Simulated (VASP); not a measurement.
A run of VASP 6.6.1 is set up as follows.

The input INCAR:

```
SYSTEM = ZnO
ALGO = Normal ; EDIFF = 1E-6
ENCUT = 520 ; GGA = PS
ISIF = 2 ; ISMEAR = 0
LASPH = .TRUE. ; LCHARG = .TRUE.
LELF = .TRUE. ; LREAL = .FALSE.
LVHAR = .TRUE. ; LWAVE = .FALSE.
NBANDS = 26 ; NELM = 80
PREC = Accurate ; SIGMA = 0.02
```

Contents of KPOINTS:

```
k-points
0
G
  12 12 6
  0 0 0
```

The input POSCAR:

```
ZnO
1.0
    3.2300235054      0.0000000000      0.0000000000
   -1.6150117527      2.7972824105      0.0000000000
    0.0000000000      0.0000000000      5.2142972946
Zn O
2 2
Direct
    0.3333333333      0.6666666667      0.0015843129
    0.6666666667      0.3333333333      0.5015843129
    0.3333333333      0.6666666667      0.3805156871
    0.6666666667      0.3333333333      0.8805156871
```

Potentials or basis: VASP PAW PBE potentials, release 64 (Zn, O).

Command:

```console
$ cat potpaw_PBE.64/Zn/POTCAR potpaw_PBE.64/O/POTCAR > POTCAR
$ mpirun -np 1 vasp_std > vasp.out
```

Question: Estimate the band gap on the k mesh.

Answer: 0.69 eV, direct.

Question: Predict the pressure.

Answer: 0.8 GPa.

Caveat: the PAW data sets were made with another functional, which shifts forces and pressure a little.

**What was measured.**

“Electronic structure of alkaline earth and post-transition metal oxides”, 2009, arxiv:0908.1581 quotes, for a bulk crystal of ZnO: band gap 3.37 eV.

Against the measured gap of ZnO, 3.37 eV (quoted in “Electronic structure of alkaline earth and post-transition metal oxides”, 2009, arxiv:0908.1581), the calculated 0.69 eV is off by -2.68 eV. So large a miss can be the level of theory's own, or it may mean another phase, state or a wrong row. The value is that of PBEsol, without temperature or zero-point motion. Semilocal functionals fall short of measured gaps as a rule.
